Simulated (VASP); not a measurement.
# KBr in VASP: a series of runs, part 2 of 2

VASP 6.6.1. The steps go on from the part before.

## Step 6: Single point, PBE (strain -0.050 along x and y, -0.025 along z)

File INCAR:

```
ALGO     = Normal         # electronic algorithm
EDIFF    = 1E-7           # SCF threshold, eV
ENCUT    = 520            # plane-wave cutoff, eV
GGA      = PE             # functional
ISIF     = 2              # what is computed and relaxed
ISMEAR   = 0              # smearing method
LASPH    = T              # aspherical terms in the spheres
LCHARG   = F              # write CHGCAR
LREAL    = F              # projectors in reciprocal space
LWAVE    = F              # write WAVECAR
NBANDS   = 15             # bands
NELM     = 80             # most SCF steps
PREC     = Accurate       # precision mode
SIGMA    = 0.05           # smearing width, eV
```

File KPOINTS:

```
k-points
0
Gamma
  6 6 6
```

File POSCAR:

```
KBr
1.0
    0.0000000000      3.1278750000      3.2101875000
    3.1278750000      0.0000000000      3.2101875000
    3.1278750000      3.1278750000      0.0000000000
K Br
1 1
Direct
    0.0000000000      0.0000000000      0.0000000000
    0.5000000000      0.5000000000      0.5000000000
```

Potentials or basis: VASP PAW PBE potentials, release 64 (K_sv, Br).

Command:

```console
cat potpaw_PBE.64/K_sv/POTCAR potpaw_PBE.64/Br/POTCAR > POTCAR
mpirun -np 1 vasp_std > vasp.out
```

OUTCAR:

```text
EDIFF = 1E-7
   ENCUT = 520
   GGA = PE
   ISIF = 2
   ISMEAR = 0
   LASPH = T
   LREAL = F
   NELM = 80
   PREC = Accurate

 ion  position               nearest neighbor table
   1  0.000  0.000  0.000-   2 3.13   2 3.13   2 3.13   2 3.13   2 3.21   2 3.21
   2  0.500  0.500  0.500-   1 3.13   1 3.13   1 3.13   1 3.13   1 3.21   1 3.21

  LATTYP: Found a body centered tetragonal cell.
 ALAT       =     4.4234832464
 C/A-ratio  =     1.4514297088

  Lattice vectors:

 A1 = (  -3.1278750000,   0.0000000000,   3.2101875000)
 A2 = (   3.1278750000,   0.0000000000,   3.2101875000)
 A3 = (   0.0000000000,   3.1278750000,  -3.2101875000)

Analysis of symmetry for initial positions (statically):
=====================================================================
 Subroutine PRICEL returns:
 Original cell was already a primitive cell.

 Routine SETGRP: Setting up the symmetry group for a
 body centered tetragonal supercell.

 Subroutine GETGRP returns: Found 16 space group operations
 (whereof 16 operations were pure point group operations)
 out of a pool of 16 trial point group operations.

The static configuration has the point symmetry D_4h.

[... 176 lines left out ...]
      7      -1.1342      2.00000
      8      -1.1342      2.00000
      9       3.6784      0.00000
     10       6.3311      0.00000
     11       6.5103      0.00000
     12       6.5103      0.00000
     13       7.3061      0.00000
     14       7.4258      0.00000
[... 401 lines left out ...]
      2     -13.6004      2.00000
      3     -12.2604      2.00000
      4     -12.2051      2.00000
      5     -12.1173      2.00000
      6      -2.1034      2.00000
      7      -1.6745      2.00000
      8      -1.5227      2.00000
      9       5.0231      0.00000
     10       6.8636      0.00000
     11       8.3007      0.00000
     12       8.6841      0.00000
     13       9.2020      0.00000
     14       9.7103      0.00000
     15      10.4482      0.00000

 [... further k-points ...]

------------------------ aborting loop because EDIFF is reached ----------------------------------------

  FORCE on cell =-STRESS in cart. coord.  units (eV):
  Direction    XX          YY          ZZ          XY          YZ          ZX
  --------------------------------------------------------------------------------------
  -------------------------------------------------------------------------------------
  Total        1.7489970      1.7489970      1.1277778      0.0000000     -0.0000000     -0.0000000
  in kB       44.6108474     44.6108474     28.7657012      0.0000000     -0.0000000     -0.0000000
  external PRESSURE =      39.3291320 kB  Pullay stress =       0.0000000 kB

 VOLUME and BASIS-vectors are now :
 -----------------------------------------------------------------------------
  energy-cutoff  :      520.00
  volume of cell :       62.81
      direct lattice vectors                 reciprocal lattice vectors
     0.000000000  3.127875000  3.210187500    -0.159852935  0.159852935  0.155754142
     3.127875000  0.000000000  3.210187500     0.159852935 -0.159852935  0.155754142
     3.127875000  3.127875000  0.000000000     0.159852935  0.159852935 -0.155754142

 POSITION                                       TOTAL-FORCE (eV/Angst)
 -----------------------------------------------------------------------------------
      0.00000      0.00000      0.00000        -0.000000      0.000000      0.000000
      3.12787      3.12787      3.21019         0.000000     -0.000000      0.000000
 -----------------------------------------------------------------------------------
    total drift:                                0.000000      0.000000      0.000000

  FREE ENERGIE OF THE ION-ELECTRON SYSTEM (eV)
  ---------------------------------------------------
  free  energy   TOTEN  =        -6.0879571124 eV

  energy  without entropy=       -6.0879571124  energy(sigma->0) =       -6.08795711
```

OSZICAR:

```text
N       E                     dE             d eps       ncg     rms          rms(c)
DAV:   1     0.103139991168E+03    0.10314E+03   -0.71708E+03   900   0.962E+02
DAV:   2    -0.118296907232E+00   -0.10326E+03   -0.94400E+02  1166   0.236E+02
DAV:   3    -0.599743456954E+01   -0.58791E+01   -0.58468E+01  1250   0.501E+01
DAV:   4    -0.623747517057E+01   -0.24004E+00   -0.24000E+00  1368   0.869E+00
DAV:   5    -0.623914606390E+01   -0.16709E-02   -0.16709E-02  1264   0.838E-01    0.409E+00
DAV:   6    -0.608853333816E+01    0.15061E+00   -0.19114E-01  1124   0.226E+00    0.298E+00
DAV:   7    -0.608028379131E+01    0.82495E-02   -0.10727E-01  1166   0.184E+00    0.119E+00
DAV:   8    -0.608704163808E+01   -0.67578E-02   -0.10685E-02  1012   0.802E-01    0.118E-01
DAV:   9    -0.608765418596E+01   -0.61255E-03   -0.54067E-04  1201   0.150E-01    0.729E-02
DAV:  10    -0.608793810378E+01   -0.28392E-03   -0.27100E-04   949   0.970E-02    0.119E-02
DAV:  11    -0.608795637093E+01   -0.18267E-04   -0.25374E-05  1104   0.333E-02    0.742E-03
DAV:  12    -0.608795707524E+01   -0.70432E-06   -0.19001E-06  1033   0.100E-02    0.162E-03
DAV:  13    -0.608795711239E+01   -0.37141E-07   -0.35476E-07  1159   0.352E-03
   1 F= -.60879571E+01 E0= -.60879571E+01  d E =-.431298E-12
```

stdout:

```text
POSCAR found type information on POSCAR K Br
 POSCAR found :  2 types and       2 ions
 scaLAPACK will be used
 LDA part: xc-table for (Slater+PW92), standard interpolation
 POSCAR, INCAR and KPOINTS ok, starting setup
 FFT: planning ... GRIDC
 FFT: planning ... GRID_SOFT
 FFT: planning ... GRID
 WAVECAR not read
 entering main loop
```

It took 39 s on 1 thread of AMD EPYC 7R43 (Zen 3), shared host; peak memory 0.17 GiB.

What came out:

```
Free energy            : -6.0880 eV
Pressure               : 3.9 GPa
Band gap on the k mesh : 4.81 eV, direct
```

Levels at points of the mesh, in eV from the valence-band top:
```
           k point  band 6  band 7  band 8  band 9  band 10  band 11
(0.00, 0.00, 0.00)   -0.03    0.00    0.00    4.81     7.47     7.64
(0.50, 0.00, 0.00)   -1.48   -0.48   -0.47    6.86     8.70    10.10
(0.50, 0.50, 0.00)   -1.00   -0.31   -0.31    5.68     7.70     9.51
(0.50, 0.00, 0.50)   -0.94   -0.36   -0.36    5.65     7.70     9.58
```

Caveat: the cell differs from its parent crystal (strain -0.050 along x and y, -0.025 along z).

## Step 7: The runs side by side

```tsv
cell	gap on the mesh (eV)	pressure (GPa)
a = 4.423 Å, angles 60.0°, 2 atoms	4.91	4.7
a = 4.540 Å, angles 60.0°, 2 atoms	4.67	2.5
a = 4.773 Å, angles 60.0°, 2 atoms	4.26	-0.2
a = 4.889 Å, angles 60.0°, 2 atoms	4.09	-1.0
a = 4.482, b = 4.482, c = 4.423 Å, angles 60.4, 60.4, 59.1°, 2 atoms	4.81	3.9
```

Alike in all rows: task single point; level PBE; potentials or basis VASP PAW PBE potentials, release 64 (K_sv, Br); no spin polarisation; k mesh 6 × 6 × 6; cutoff (eV) 520; smearing gaussian 0.05 eV.

Absolute energies hang on the potentials; compare differences alone.
